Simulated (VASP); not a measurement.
# Pt (Fm-3m) in VASP: notebook

Aim: see how the results for Pt move with the level of theory and the settings. Levels: PBEsol, LDA. Tasks: single point.

Everything below comes from runs of VASP 6.6.1. Logs are shortened: lines on timing, memory, paths and dates and some standing lists are left out, and cuts for length are marked.

## 1. The cell of the first run

Symmetry: Fm-3m, No. 225, cubic system. The conventional cell has a = 3.922 Å, b = 3.922 Å, c = 3.922 Å, α = 90.00°, β = 90.00°, γ = 90.00°. Pt (site symmetry m-3m) has 12 Pt at 2.77 Å within 3.7 Å.

## 2. Single point, PBEsol, non-collinear spin, zero start, spin-orbit coupling

Contents of INCAR:

```
SYSTEM = Pt
  PREC = Accurate
  ENCUT = 520
  EDIFF = 1E-7
  ISMEAR = -1
  SIGMA = 0.05
  LREAL = .FALSE.
  LASPH = .TRUE.
  NELM = 150
  ALGO = Fast
  ISIF = 2
  LWAVE = .FALSE.
  LCHARG = .FALSE.
  LNONCOLLINEAR = .TRUE.
  MAGMOM = 0 0 0
  LORBIT = 11
  LSORBIT = .TRUE.
  GGA_COMPAT = .FALSE.
  LORBMOM = .TRUE.
  LMAXMIX = 4
  GGA = PS
  NBANDS = 21
```

Contents of KPOINTS:

```
Automatic mesh
0
G
  9 9 9
  0 0 0
```

Contents of POSCAR:

```
Pt
1.0
    0.0000000000      1.9609000000      1.9609000000
    1.9609000000      0.0000000000      1.9609000000
    1.9609000000      1.9609000000      0.0000000000
Pt
1
Direct
    0.0000000000      0.0000000000      0.0000000000
```

Potentials or basis: VASP PAW PBE potentials, release 64 (Pt).

On the command line:

```
cat potpaw_PBE.64/Pt/POTCAR > POTCAR
mpirun -np 1 vasp_ncl > vasp.out
```

OUTCAR:

```text
SYSTEM = Pt
   PREC = Accurate
   ENCUT = 520
   EDIFF = 1E-7
   ISMEAR = -1
   LREAL = .FALSE.
   LASPH = .TRUE.
   NELM = 150
   ISIF = 2
   LNONCOLLINEAR = .TRUE.
   LORBIT = 11
   LSORBIT = .TRUE.
   GGA = PS

 ion  position               nearest neighbor table
   1  0.000  0.000  0.000-

  LATTYP: Found a face centered cubic cell.
 ALAT       =     3.9218000000

  Lattice vectors:

 A1 = (   0.0000000000,   1.9609000000,   1.9609000000)
 A2 = (   1.9609000000,   0.0000000000,   1.9609000000)
 A3 = (   1.9609000000,   1.9609000000,   0.0000000000)

Analysis of symmetry for initial positions (statically):
=====================================================================
 Subroutine PRICEL returns:
 Original cell was already a primitive cell.

 Routine SETGRP: Setting up the symmetry group for a
 face centered cubic supercell.

 Subroutine GETGRP returns: Found 48 space group operations
 (whereof 48 operations were pure point group operations)
 out of a pool of 48 trial point group operations.

The static configuration has the point symmetry O_h .

Analysis of symmetry for dynamics (positions and initial velocities):
=====================================================================
 Subroutine PRICEL returns:
 Original cell was already a primitive cell.

 Routine SETGRP: Setting up the symmetry group for a
 face centered cubic supercell.

 Subroutine GETGRP returns: Found 48 space group operations
 (whereof 48 operations were pure point group operations)
 out of a pool of 48 trial point group operations.

The dynamic configuration has the point symmetry O_h .

Analysis of structural, dynamic, and magnetic symmetry:
=====================================================================
 Subroutine PRICEL returns:
 Original cell was already a primitive cell.

 Routine SETGRP: Setting up the symmetry group for a
 face centered cubic supercell.

 Subroutine GETGRP returns: Found 48 space group operations
 (whereof 48 operations were pure point group operations)
 out of a pool of 48 trial point group operations.

The overall configuration has the point symmetry O_h .

 Subroutine INISYM returns: Found 48 space group operations
 (whereof 48 operations are pure point group operations),
 and found     1 'primitive' translations

----------------------------------------------------------------------------------------

                                     Primitive cell

  volume of cell :      15.0798

  direct lattice vectors                    reciprocal lattice vectors
     0.000000000  1.960900000  1.960900000    -0.254984956  0.254984956  0.254984956
     1.960900000  0.000000000  1.960900000     0.254984956 -0.254984956  0.254984956
     1.960900000  1.960900000  0.000000000     0.254984956  0.254984956 -0.254984956

  length of vectors
     2.773131374  2.773131374  2.773131374     0.441646899  0.441646899  0.441646899

  position of ions in fractional coordinates (direct lattice)
     0.000000000  0.000000000  0.000000000

  ion indices of the primitive-cell ions
   primitive index   ion index
                 1           1

----------------------------------------------------------------------------------------

 KPOINTS: Automatic mesh

Automatic generation of k-mesh.
 Grid dimensions read from file:
 generate k-points for:    9    9    9

 Generating k-lattice:

  Cartesian coordinates                     Fractional coordinates (reciprocal lattice)
    -0.028331662  0.028331662  0.028331662     0.111111111  0.000000000  0.000000000
     0.028331662 -0.028331662  0.028331662     0.000000000  0.111111111  0.000000000
     0.028331662  0.028331662 -0.028331662     0.000000000  0.000000000  0.111111111

  Length of vectors
     0.049071878  0.049071878  0.049071878

  Shift w.r.t. Gamma in fractional coordinates (k-lattice)
     0.000000000  0.000000000  0.000000000

 Subroutine IBZKPT returns following result:
 ===========================================

 Found     35 irreducible k-points:
[... 40 lines left out ...]
   ISPIN  =      1    spin polarized calculation?
   LNONCOLLINEAR =      T non collinear calculations
   LSORBIT =      T    spin-orbit coupling
   LASPH  =      T    aspherical Exc in radial PAW
   ENCUT  =  520.0 eV  38.22 Ry    6.18 a.u.   5.16  5.16  5.16*2*pi/ulx,y,z
   NELM   =    150;   NELMIN=  2; NELMDL= -5     # of ELM steps
   EDIFF  = 0.1E-06   stopping-criterion for ELM
   LREAL  =      F    real-space projection
   EDIFFG = 0.1E-05   stopping-criterion for IOM
   NSW    =      0    number of steps for IOM
   IBRION =     -1    ionic relax: 0-MD 1-quasi-New 2-CG
   NFREE  =      0    steps in history (QN), initial steepest desc. (CG)
   ISIF   =      2    stress and relaxation
   ISYM   =      2    0-nonsym 1-usesym 2-fastsym
   POTIM  = 0.5000    time-step for ionic-motion
   TEBEG  =    0.0;   TEEND  =   0.0 temperature during run
   PSTRESS=    0.0 pullay stress
   NELECT =      10.0000    total number of electrons
   NUPDOWN=      -1.0000    fix difference up-down
   EMIN   =  10.00;   EMAX   =-10.00  energy-range for DOS
   EFERMI =   0.00;   METHOD = LEGACY
   ISMEAR =    -1;   SIGMA  =   0.05  broadening in eV -4-tet -1-fermi 0-gaus
   EFERMI_NEDOS =   21; number of points for ismear=-14 and -15
   IALGO  =     68    algorithm
   IMIX   =      4    mixing-type and parameters
     AMIX     =   0.40;   BMIX     =  1.00
     AMIX_MAG =   1.60;   BMIX_MAG =  1.00
  volume/ion in A,a.u.               =      15.08       101.76
  Fermi-wavevector in a.u.,A,eV,Ry     =   1.427609  2.697791 27.729605  2.038068
  Thomas-Fermi vector in A             =   2.547760
   LORBIT       =     11    0 simple, 1 ext, 2 COOP (PROOUT), +10 PAW based schemes
   GGA     = PS    functional components
   LHFCALC =     F    Hartree Fock is set to
   AEXX    =    0.0000 exact exchange contribution
   IVDW    =     0    specifies the selected vdW correction
   LEPSILON=     F    determine dielectric tensor
   LRPA    =     F    only Hartree local field effects (RPA)
 RMM-DIIS sequential band-by-band and
  energy-cutoff  :      520.00
  volume of cell :       15.08
 maximum number of plane-waves:       838
 NGX is ok and might be reduce to    24
   NGX = 11   NGY = 11   NGZ = 11

 number of electron      10.0000000 magnetization       0.0000000      0.0000000      0.0000000

 number of electron      10.0000000 magnetization       0.0000000     -0.0000000     -0.0000000

 number of electron      10.0000000 magnetization      -0.0000000      0.0000000      0.0000000

 Free energy of the ion-electron system (eV)
  ---------------------------------------------------
  ext. energy  EPLUGINS =         0.00000000
  ---------------------------------------------------
  free energy    TOTEN  =        -7.37958630 eV

  energy without entropy =       -7.36858316  energy(sigma->0) =       -7.37408473

 E-fermi :  11.1231     XC(G=0): -13.6308

 val. band max:       11.0717243667   @ k =   0.4444   0.1111   0.0000
 cond. band min:      11.1946798246   @ k =   0.4444   0.2222   0.0000
 fundamental gap:      0.1229554579
 Fermi energy:        11.1231319398

 k-point     1 :       0.0000    0.0000    0.0000
  band No.  band energies     occupation
      1       0.8032      1.00000
      2       0.8032      1.00000
      3       6.8380      1.00000
      4       6.8380      1.00000
      5       6.8380      1.00000
      6       6.8380      1.00000
[... 565 lines left out ...]
     20      31.0011      0.00000
     21      34.2620      0.00000

 [... further k-points ...]
[... 5 lines left out ...]
  --------------------------------------------------------------------------------------
  -------------------------------------------------------------------------------------
  Total       -0.0886114     -0.0886114     -0.0886114      0.0000000      0.0000000     -0.0000000
  in kB       -9.4146447     -9.4146447     -9.4146447      0.0000000      0.0000000     -0.0000000
  external PRESSURE =      -9.4146447 kB  Pullay stress =       0.0000000 kB

 VOLUME and BASIS-vectors are now :
 -----------------------------------------------------------------------------
  energy-cutoff  :      520.00
  volume of cell :       15.08
      direct lattice vectors                 reciprocal lattice vectors
     0.000000000  1.960900000  1.960900000    -0.254984956  0.254984956  0.254984956
     1.960900000  0.000000000  1.960900000     0.254984956 -0.254984956  0.254984956
     1.960900000  1.960900000  0.000000000     0.254984956  0.254984956 -0.254984956

 POSITION                                       TOTAL-FORCE (eV/Angst)
 -----------------------------------------------------------------------------------
      0.00000      0.00000      0.00000         0.000000      0.000000      0.000000
 -----------------------------------------------------------------------------------
    total drift:                                0.000000      0.000000     -0.000000

  FREE ENERGIE OF THE ION-ELECTRON SYSTEM (eV)
  ---------------------------------------------------
  free  energy   TOTEN  =        -7.3795862984 eV

  energy  without entropy=       -7.3685831567  energy(sigma->0) =       -7.37408473

 orbital moment (x)

 # of ion     p       d       tot
 ----------------------------------------
  1         0.000  -0.000  -0.000
 ----------------------------------------
            0.000  -0.000  -0.000

 orbital moment (y)

 # of ion     p       d       tot
 ----------------------------------------
  1         0.000   0.000   0.000
 ----------------------------------------
            0.000   0.000   0.000

 orbital moment (z)

 # of ion     p       d       tot
 ----------------------------------------
  1         0.000   0.000   0.000
 ----------------------------------------
            0.000   0.000   0.000

 Spin-Orbit-Coupling matrix elements

 Ion:    1  E_soc:     -0.7599962
 l=   1
     0.0000000    -0.0334509    -0.0334509
    -0.0334509     0.0000000    -0.0334509
    -0.0334509    -0.0334509     0.0000000
 l=   2
     0.0000000    -0.0167766     0.0000000    -0.0167766    -0.0764386
    -0.0167766     0.0000000    -0.0573289    -0.0167766    -0.0191096
     0.0000000    -0.0573289     0.0000000    -0.0573289     0.0000000
    -0.0167766    -0.0167766    -0.0573289     0.0000000    -0.0191096
    -0.0764386    -0.0191096     0.0000000    -0.0191096     0.0000000
 l=   3
     0.0000000     0.0000000     0.0000000     0.0000000     0.0000000     0.0000000     0.0000000
     0.0000000     0.0000000     0.0000000     0.0000000     0.0000000     0.0000000     0.0000000
     0.0000000     0.0000000     0.0000000     0.0000000     0.0000000     0.0000000     0.0000000
     0.0000000     0.0000000     0.0000000     0.0000000     0.0000000     0.0000000     0.0000000
     0.0000000     0.0000000     0.0000000     0.0000000     0.0000000     0.0000000     0.0000000
     0.0000000     0.0000000     0.0000000     0.0000000     0.0000000     0.0000000     0.0000000
     0.0000000     0.0000000     0.0000000     0.0000000     0.0000000     0.0000000     0.0000000

 total charge

# of ion       s       p       d       tot
------------------------------------------
    1        0.636   0.630   8.020   9.286

 magnetization (x)

# of ion       s       p       d       tot
------------------------------------------
    1       -0.000   0.000   0.000  -0.000

 magnetization (y)

# of ion       s       p       d       tot
------------------------------------------
    1        0.000   0.000  -0.000   0.000

 magnetization (z)

# of ion       s       p       d       tot
------------------------------------------
    1       -0.000  -0.000  -0.000  -0.000
```

It took 16 s on 1 thread of Intel Xeon 6975P-C (Granite Rapids), shared host; peak memory 0.19 GiB.

What came out:

* Free energy: -7.3796 eV
* Pressure: -0.9 GPa
* Net moment: 0.00 μB per cell
* Valence electrons inside the program's atomic spheres: Pt 9.29

Moments on the atoms (μB; x, y, z):
```
Pt  0.00 0.00 0.00
```

Caveat: the PAW data sets were made with another functional, which shifts forces and pressure a little.

## 3. Single point, LDA (volume scaled by 0.94)

Contents of INCAR:

```
ALGO = Normal
EDIFF = 1E-7
ENCUT = 520
GGA = CA
ISIF = 2
ISMEAR = -1
LASPH = T
LCHARG = F
LREAL = F
LWAVE = F
NBANDS = 11
NELM = 60
PREC = Accurate
SIGMA = 0.05
```

Contents of KPOINTS:

```
k-points
0
Gamma
  12 12 12
```

Contents of POSCAR:

```
Pt
1.0
    0.0000000000      1.9208704006      1.9208704006
    1.9208704006      0.0000000000      1.9208704006
    1.9208704006      1.9208704006      0.0000000000
Pt
1
Direct
    0.0000000000      0.0000000000      0.0000000000
```

Potentials or basis: VASP PAW LDA potentials, release 64 (Pt).

On the command line:

```
cat potpaw_LDA.64/Pt/POTCAR > POTCAR
mpirun -np 1 vasp_std > vasp.out
```

Wall time 13 s (1 thread of Intel Xeon Platinum 8259CL at 2.50GHz (Skylake/Cascade Lake), shared host); peak memory 0.12 GiB.

Results (log left out):

| Item | Value |
| --- | --- |
| Free energy | -7.4864 eV |
| Pressure | 14.9 GPa |
| Band gap on the k mesh | zero (band 5 reaches 12.97 eV, above the bottom of band 6 at 10.47 eV) |

Levels at points of the mesh, in eV from the Fermi level:
| k point | band 3 | band 4 | band 5 | band 6 | band 7 | band 8 |
| --- | --- | --- | --- | --- | --- | --- |
| (0.00, 0.00, 0.00) | -4.24 | -4.24 | -1.82 | -1.82 | 14.39 | 19.66 |
| (0.50, 0.00, 0.00) | -4.31 | -0.76 | 0.04 | 0.04 | 6.31 | 13.97 |
| (0.50, 0.50, 0.00) | 0.02 | 0.54 | 0.54 | 1.62 | 9.55 | 11.50 |

Caveat: spin-orbit coupling is left out, which moves the levels of the heavy elements.

[end of part 1 of 2]
